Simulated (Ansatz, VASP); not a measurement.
This is a calculation of MnO for VASP 6.6.1.

The input INCAR:

```
SYSTEM = MnO
ALGO = Normal
EDIFF = 1E-6
ENCUT = 520
ISIF = 2
ISMEAR = -1
ISPIN = 2
LASPH = .TRUE.
LCHARG = .FALSE.
LMAXMIX = 4
LORBIT = 11
LREAL = .FALSE.
LWAVE = .FALSE.
MAGMOM = 4 0
NBANDS = 20
NELM = 150
PREC = Accurate
SIGMA = 0.05
```

File KPOINTS:

```
k-points
0
G
  10 10 10
  0 0 0
```

File POSCAR:

```
MnO
1.0
    0.0000000000      2.2675248097      2.2675248097
    2.2675248097      0.0000000000      2.2675248097
    2.2675248097      2.2675248097      0.0000000000
Mn O
1 1
Direct
    0.0000000000      0.0000000000      0.0000000000
    0.5000000000      0.5000000000      0.5000000000
```

Potentials or basis: VASP PAW LDA potentials, release 64 (Mn_pv, O).

The run is started by

```console
$ cat potpaw_LDA.64/Mn_pv/POTCAR potpaw_LDA.64/O/POTCAR > POTCAR
$ mpirun -np 1 vasp_std > vasp.out
```

Question: Set up the same calculation for Ansatz 0.2.0. Potentials there: all-electron LAPW, scalar-relativistic.

Answer: As run (the cutoff follows the program's own potentials):

input.yaml

```yaml
crystal:
  lattice:
    - [0.0, 2.2675248097, 2.2675248097]
    - [2.2675248097, 0.0, 2.2675248097]
    - [2.2675248097, 2.2675248097, 0.0]
  atoms:
    - { symbol: Mn, position: [0.0, 0.0, 0.0], spin: 4.0 }
    - { symbol: O, position: [0.5, 0.5, 0.5] }
kpoints:
  mp_grid: { grid: [10, 10, 10] }
scf:
  occupations: { method: fermi_dirac, width: 0.05 }
hamiltonian:
  xc: lda
  pseudopotentials: { kind: all_electron, lapw: { basis_error: 0.001 } }
magnetization:
  spin_polarized: true
output:
  forces: true
  stress: true
  eigenvalues: true
```

Potentials or basis: all-electron LAPW, scalar-relativistic.

The run is started by

```bash
$ ansatz run input.yaml --threads 2 --pin off --max-ram 6144MiB --backend cpu --events-out ev --progress --plain --runs-dir out
```

Both were run:

|  | VASP | Ansatz | Ansatz less VASP |
| --- | --- | --- | --- |
| gap on the k mesh at the Fermi level (eV) | none | none | - |
| pressure (GPa) | -20.6 | -19.7 | +0.92 |
| net moment per atom (μB) | 2.37 | 2.39 | +0.028 |
| size of the moment on the site where the two differ most (μB) | 4.27 | 4.33 | +0.064 |

LDA's correlation is that of Perdew and Zunger in VASP and of Perdew and Wang (1992) in Ansatz. Site moments also hang on the region over which each program counts them. A gap of «none» marks a metal or a gap that the smearing closes. Ansatz ran all-electron here, and VASP with PAW potentials.
